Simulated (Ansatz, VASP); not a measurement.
## One calculation of Ru, two programs

```
CELL_PARAMETERS angstrom
2.70393 0.00000 0.00000
-1.35197 2.34168 0.00000
0.00000 0.00000 4.26708
ATOMIC_POSITIONS crystal
Ru 0.33333 0.66667 0.25000
Ru 0.66667 0.33333 0.75000
```

Alike in both runs: functional r2SCAN; k mesh 15 × 15 × 8; occupations gaussian, width 0.1 eV; no spin polarisation.

Ansatz relaxed the structure, and its values are those at the end. VASP's run is a single point on that final structure, the one shown.

|  | VASP | Ansatz |
| --- | --- | --- |
| version | VASP 6.6.1 | Ansatz 0.2.0 |
| potentials or method | VASP PAW PBE potentials, release 64 (Ru_pv), cutoff 520 eV | scalar-relativistic, plane waves, PAW |
| valence electrons in the cell | 28 | 32 |

|  | VASP | Ansatz | Ansatz less VASP |
| --- | --- | --- | --- |
| gap on the k mesh at the Fermi level (eV) | none | none | - |
| pressure (GPa) | 1.0 | 0.0 | -1.05 |

VASP's potentials were made for PBE, not for r2SCAN. A gap of «none» marks a metal or a gap that the smearing closes. VASP's potentials hold 28 valence electrons a cell and Ansatz's 32, so a difference there can come from the potentials and not from the codes.
